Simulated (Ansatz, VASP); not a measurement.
## TePb in VASP and in Ansatz

```xyz
2
Lattice="0.0000 3.0854 3.0854 3.0854 0.0000 3.0854 3.0854 3.0854 0.0000" Properties=species:S:1:pos:R:3 pbc="T T T"
Pb    0.0000    0.0000    0.0000
Te    3.0854    3.0854    3.0854
```

Alike in both runs: task relaxation of cell and atoms; functional PBE; k mesh 11 × 11 × 11; occupations fermi-dirac, width 0.1 eV; no spin polarisation.

|  | VASP | Ansatz |
| --- | --- | --- |
| version | VASP 6.6.1 | Ansatz 0.2.0 |
| potentials or method | VASP PAW PBE potentials, release 64 (Pb_d, Te) | PAW with Ansatz's default frozen-core files, scalar-relativistic |
| plane-wave cutoff (eV) | 600 | 420 |
| valence electrons in the cell | 20 | 30 |

Ansatz gave:

```
relaxed volume (Å³/atom)                                        : 35.40
relaxed length of the cell vector where the two differ most in proportion (Å) : 4.644
```

Problem. Estimate VASP's values.

Solution. Relaxed volume (Å³/atom): 35.39; relaxed length of the cell vector where the two differ most in proportion (Å): 4.643.

VASP's potentials hold 20 valence electrons a cell and Ansatz's 30, so a difference there can come from the potentials and not from the codes.

Spin-orbit coupling is off throughout. Noted on VASP's run: the volume moved by over 15 % at a fixed basis, so the end points are rough.
